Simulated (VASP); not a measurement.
# Li (Pmmn) in VASP: further runs, part 2 of 2

VASP 6.6.1.

**3. Single point, PBE+D3(BJ) (mode 4 frozen in at -0.170 Å and mode 5 at -0.170 Å (largest displacements))**

Contents of INCAR:

```
SYSTEM = Li
ALGO = Normal
EDIFF = 1E-7
ENCUT = 520
GGA = PE
ISIF = 2
ISMEAR = 0
IVDW = 12
LASPH = .True.
LCHARG = .False.
LREAL = .False.
LWAVE = .False.
NBANDS = 10
NELM = 100
PREC = Accurate
SIGMA = 0.15
```

Contents of KPOINTS:

```
k-points
0
Gamma
  16 16 12
  0 0 0
```

Contents of POSCAR:

```
Li
1.0
    0.0000000000     -2.0886081792     -2.0886081792
    0.0000000000      2.0886081792     -2.0886081792
    4.1772163584      0.0000000000      0.0000000000
Li
2
Direct
    0.5813939166      0.5000000000      0.5000000000
   -0.0813939166      0.0000000000      0.0000000000
```

Potentials or basis: VASP PAW PBE potentials, release 64 (Li_sv).

Command:

```sh
> cat potpaw_PBE.64/Li_sv/POTCAR > POTCAR
> mpirun -np 1 vasp_std > vasp.out
```

Wall time 73 s (1 thread of Intel Xeon Platinum 8259CL at 2.50GHz (Skylake/Cascade Lake), shared host); peak memory 0.27 GiB.

The run converged. Its results:

```
Free energy                : -4.0879 eV
Largest force              : 0.322 eV/Å
Band gap on the k mesh     : zero (band 3 reaches 4.21 eV, above the bottom of band 4 at -1.19 eV)
Dispersion energy per atom : -0.189 eV
```

Forces in eV/Å, atoms in the order of the input:
```
Li   0.000  0.227  0.227
Li   0.000 -0.227 -0.227
```

Levels at points of the mesh, in eV from the Fermi level:
| k point | band 1 | band 2 | band 3 | band 4 | band 5 | band 6 | band 7 |
| --- | --- | --- | --- | --- | --- | --- | --- |
| (0.00, 0.00, 0.00) | -46.45 | -46.41 | -3.70 | 1.53 | 5.11 | 8.97 | 9.57 |
| (0.50, 0.00, 0.00) | -46.44 | -46.40 | -1.01 | 0.00 | 4.89 | 6.79 | 7.91 |
| (0.00, 0.50, 0.00) | -46.42 | -46.42 | -0.59 | -0.59 | 5.75 | 5.75 | 8.86 |
| (0.50, 0.50, 0.00) | -46.41 | -46.41 | 1.72 | 1.72 | 4.66 | 4.66 | 8.78 |
| (0.00, 0.00, 0.50) | -46.43 | -46.43 | -2.14 | -2.14 | 10.86 | 10.86 | 11.00 |
| (0.50, 0.00, 0.50) | -46.42 | -46.42 | 0.05 | 0.05 | 3.02 | 3.02 | 13.43 |
| (0.00, 0.50, 0.50) | -46.42 | -46.42 | -0.13 | -0.13 | 3.31 | 3.31 | 13.58 |
| (0.50, 0.50, 0.50) | -46.41 | -46.41 | 3.25 | 3.25 | 3.80 | 3.80 | 5.14 |

Caveat: the cell differs from its parent crystal (mode 4 frozen in at -0.170 Å and mode 5 at -0.170 Å (largest displacements)).

**4. Single point, PBE+D3(BJ) (mode 4 frozen in at -0.425 Å and mode 5 at -0.425 Å (largest displacements))**

Contents of INCAR:

```
SYSTEM = Li
ALGO = Fast
EDIFF = 1E-7
ENCUT = 520
GGA = PE
ISIF = 2
ISMEAR = 0
IVDW = 12
LASPH = .True.
LCHARG = .True.
LELF = .True.
LREAL = .False.
LVHAR = .True.
LWAVE = .False.
NBANDS = 10
NELM = 80
PREC = Accurate
SIGMA = 0.15
```

KPOINTS is that of step 3.

Contents of POSCAR:

```
Li
1.0
    0.0000000000     -2.0886081792     -2.0886081792
    0.0000000000      2.0886081792     -2.0886081792
    4.1772163584      0.0000000000      0.0000000000
Li
2
Direct
    0.7034847916      0.5000000000      0.5000000000
   -0.2034847916      0.0000000000      0.0000000000
```

Command:

```sh
> cat potpaw_PBE.64/Li_sv/POTCAR > POTCAR
> mpirun -np 1 vasp_std > vasp.out
```

Wall time 3.7 min (1 thread of Oxide Virtual Turin-like, shared host); peak memory 0.24 GiB.

The run converged. Its results:

| Item | Value |
| --- | --- |
| Free energy | -3.8417 eV |
| Largest force | 0.220 eV/Å |
| Band gap on the k mesh | zero (band 3 reaches 3.54 eV, above the bottom of band 4 at -1.17 eV) |
| Dispersion energy per atom | -0.190 eV |

Forces in eV/Å, atoms in the order of the input:
```
Li   0.000  0.155  0.155
Li   0.000 -0.155 -0.155
```

Levels at points of the mesh, in eV from the Fermi level:
| k point | band 1 | band 2 | band 3 | band 4 | band 5 | band 6 |
| --- | --- | --- | --- | --- | --- | --- |
| (0.00, 0.00, 0.00) | -46.68 | -46.60 | -3.68 | 1.34 | 5.21 | 8.77 |
| (0.50, 0.00, 0.00) | -46.67 | -46.59 | -1.36 | 0.89 | 4.02 | 6.47 |
| (0.00, 0.50, 0.00) | -46.63 | -46.63 | -0.62 | -0.62 | 5.58 | 5.58 |
| (0.50, 0.50, 0.00) | -46.62 | -46.62 | 2.41 | 2.41 | 3.32 | 3.32 |
| (0.00, 0.00, 0.50) | -46.64 | -46.64 | -2.13 | -2.13 | 10.83 | 10.83 |
| (0.50, 0.00, 0.50) | -46.63 | -46.63 | 0.60 | 0.60 | 2.09 | 2.09 |
| (0.00, 0.50, 0.50) | -46.63 | -46.63 | -0.28 | -0.28 | 3.40 | 3.40 |
| (0.50, 0.50, 0.50) | -46.62 | -46.62 | 2.56 | 2.56 | 4.08 | 4.08 |

Caveat: the cell differs from its parent crystal (mode 4 frozen in at -0.425 Å and mode 5 at -0.425 Å (largest displacements)).

**5. Single point, PBE+D3(BJ) (mode 4 frozen in at -0.085 Å and mode 5 at -0.085 Å (largest displacements))**

Contents of INCAR:

```
SYSTEM = Li
PREC     = Accurate       ! precision mode
ENCUT    = 520            ! plane-wave cutoff, eV
EDIFF    = 1E-6           ! SCF threshold, eV
ISMEAR   = 0              ! smearing method
SIGMA    = 0.15           ! smearing width, eV
LREAL    = .FALSE.        ! projectors in reciprocal space
LASPH    = .TRUE.         ! aspherical terms in the spheres
NELM     = 80             ! most SCF steps
ALGO     = Fast           ! electronic algorithm
ISIF     = 2              ! what is computed and relaxed
LWAVE    = .FALSE.        ! write WAVECAR
LCHARG   = .FALSE.        ! write CHGCAR
GGA      = PE             ! functional
IVDW     = 12             ! dispersion correction
NBANDS   = 10             ! bands
```

Contents of KPOINTS:

```
Automatic mesh
0
G
  16 16 12
  0 0 0
```

Contents of POSCAR:

```
Li
1.0
    0.0000000000     -2.0886081792     -2.0886081792
    0.0000000000      2.0886081792     -2.0886081792
    4.1772163584      0.0000000000      0.0000000000
Li
2
Direct
    0.5406969583      0.5000000000      0.5000000000
   -0.0406969583      0.0000000000      0.0000000000
```

Command:

```sh
> cat potpaw_PBE.64/Li_sv/POTCAR > POTCAR
> mpirun -np 1 vasp_std > vasp.out
```

Run time: 3.5 min. Hardware: 1 thread of Oxide Virtual Turin-like, shared host; peak memory 0.24 GiB.

Results (log left out):

```yaml
Free_energy: -4.1507 eV
Largest_force: 0.189 eV/Å
Band_gap_on_the_k_mesh: zero (band 3 reaches 4.50 eV, above the bottom of band 4 at -1.19 eV)
Dispersion_energy_per_atom: -0.188 eV
```

Forces in eV/Å, atoms in the order of the input:
```
Li   0.000  0.134  0.134
Li   0.000 -0.134 -0.134
```

Levels at points of the mesh, in eV from the Fermi level:
```csv
k point,band 1,band 2,band 3,band 4,band 5,band 6,band 7
"(0.00, 0.00, 0.00)",-46.37,-46.33,-3.69,1.60,5.11,9.04,9.19
"(0.50, 0.00, 0.00)",-46.35,-46.34,-0.80,-0.29,5.35,6.32,8.47
"(0.00, 0.50, 0.00)",-46.35,-46.35,-0.57,-0.57,5.81,5.81,8.92
"(0.50, 0.50, 0.00)",-46.34,-46.34,1.64,1.64,4.99,4.99,8.98
"(0.00, 0.00, 0.50)",-46.35,-46.35,-2.13,-2.13,11.01,11.01,11.06
"(0.50, 0.00, 0.50)",-46.34,-46.34,-0.03,-0.03,3.23,3.23,13.57
"(0.00, 0.50, 0.50)",-46.34,-46.34,-0.07,-0.07,3.30,3.30,13.61
"(0.50, 0.50, 0.50)",-46.34,-46.34,3.57,3.57,3.75,3.75,4.83
```

Caveat: the cell differs from its parent crystal (mode 4 frozen in at -0.085 Å and mode 5 at -0.085 Å (largest displacements)).

**6. Single point, PBE+D3(BJ) (mode 4 frozen in at -0.255 Å and mode 5 at -0.255 Å (largest displacements))**

Contents of INCAR:

```
  PREC = Accurate
  ENCUT = 520
  EDIFF = 1E-7
  ISMEAR = 0
  SIGMA = 0.15
  LREAL = F
  LASPH = T
  NELM = 100
  ALGO = Fast
  ISIF = 2
  LWAVE = F
  LCHARG = T
  GGA = PE
  IVDW = 12
  LELF = T
  LVHAR = T
  NBANDS = 10
```

Contents of KPOINTS:

```
regular mesh
0
Gamma
  16 16 12
```

Contents of POSCAR:

```
Li
1.0
    0.0000000000     -2.0886081792     -2.0886081792
    0.0000000000      2.0886081792     -2.0886081792
    4.1772163584      0.0000000000      0.0000000000
Li
2
Direct
    0.6220908749      0.5000000000      0.5000000000
   -0.1220908749      0.0000000000      0.0000000000
```

Potentials or basis: VASP PAW PBE potentials, release 64 (Li_sv).

Command:

```sh
> cat potpaw_PBE.64/Li_sv/POTCAR > POTCAR
> mpirun -np 1 vasp_std > vasp.out
```

Wall time 4.6 min (1 thread of Oxide Virtual Turin-like, shared host); peak memory 0.24 GiB.

The run converged. Its results:

* Free energy: -4.0015 eV
* Largest force: 0.384 eV/Å
* Band gap on the k mesh: zero (band 3 reaches 3.91 eV, above the bottom of band 4 at -1.18 eV)
* Dispersion energy per atom: -0.189 eV

Forces in eV/Å, atoms in the order of the input:
```
Li   0.000  0.271  0.271
Li   0.000 -0.271 -0.271
```

Levels at points of the mesh, in eV from the Fermi level:
| k point | band 1 | band 2 | band 3 | band 4 | band 5 | band 6 | band 7 | band 8 |
| --- | --- | --- | --- | --- | --- | --- | --- | --- |
| (0.00, 0.00, 0.00) | -46.54 | -46.48 | -3.70 | 1.46 | 5.14 | 8.89 | 10.16 | 10.20 |
| (0.50, 0.00, 0.00) | -46.53 | -46.48 | -1.18 | 0.32 | 4.51 | 7.23 | 7.35 | 9.63 |
| (0.00, 0.50, 0.00) | -46.50 | -46.50 | -0.61 | -0.61 | 5.68 | 5.68 | 8.81 | 8.81 |
| (0.50, 0.50, 0.00) | -46.49 | -46.49 | 1.88 | 1.88 | 4.23 | 4.23 | 8.55 | 8.55 |
| (0.00, 0.00, 0.50) | -46.51 | -46.51 | -2.14 | -2.14 | 10.76 | 10.76 | 10.93 | 10.93 |
| (0.50, 0.00, 0.50) | -46.50 | -46.50 | 0.19 | 0.19 | 2.73 | 2.73 | 13.28 | 13.28 |
| (0.00, 0.50, 0.50) | -46.50 | -46.50 | -0.19 | -0.19 | 3.33 | 3.33 | 13.55 | 13.55 |
| (0.50, 0.50, 0.50) | -46.49 | -46.49 | 2.95 | 2.95 | 3.89 | 3.89 | 5.47 | 5.47 |

Caveat: the cell differs from its parent crystal (mode 4 frozen in at -0.255 Å and mode 5 at -0.255 Å (largest displacements)).
